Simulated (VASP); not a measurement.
Input of a VASP 6.6.1 run:

Contents of INCAR:

```
PREC = Accurate
ENCUT = 520
EDIFF = 1E-6
ISMEAR = 0
SIGMA = 0.1
LREAL = F
LASPH = T
NELM = 60
ALGO = Normal
ISIF = 2
LWAVE = F
LCHARG = F
GGA = PE
NBANDS = 36
```

Contents of KPOINTS:

```
Automatic mesh
0
Gamma
  12 12 6
```

File POSCAR:

```
Ge
1.0
    3.9975858431      0.0000000000      0.0000000000
   -1.9987929216      3.4620108940      0.0000000000
    0.0000000000      0.0000000000      6.5993779500
Ge
4
Direct
    0.6666666700      0.3333333300      0.0629012500
    0.3333333300      0.6666666700      0.5629012500
    0.6666666700      0.3333333300      0.4370987500
    0.3333333300      0.6666666700      0.9370987500
```

Potentials or basis: VASP PAW PBE potentials, release 64 (Ge_d).

The run is started by

```bash
$ cat potpaw_PBE.64/Ge_d/POTCAR > POTCAR
$ mpirun -np 1 vasp_std > vasp.out
```

Q: Predict the pressure.

A: 2.8 GPa.

Q: Estimate the largest force.

A: 0.008 eV/Å.

Forces on the atoms (eV/Å):
```
Ge   0.000  0.000  0.008
Ge   0.000  0.000  0.008
Ge   0.000  0.000 -0.008
Ge   0.000  0.000 -0.008
```
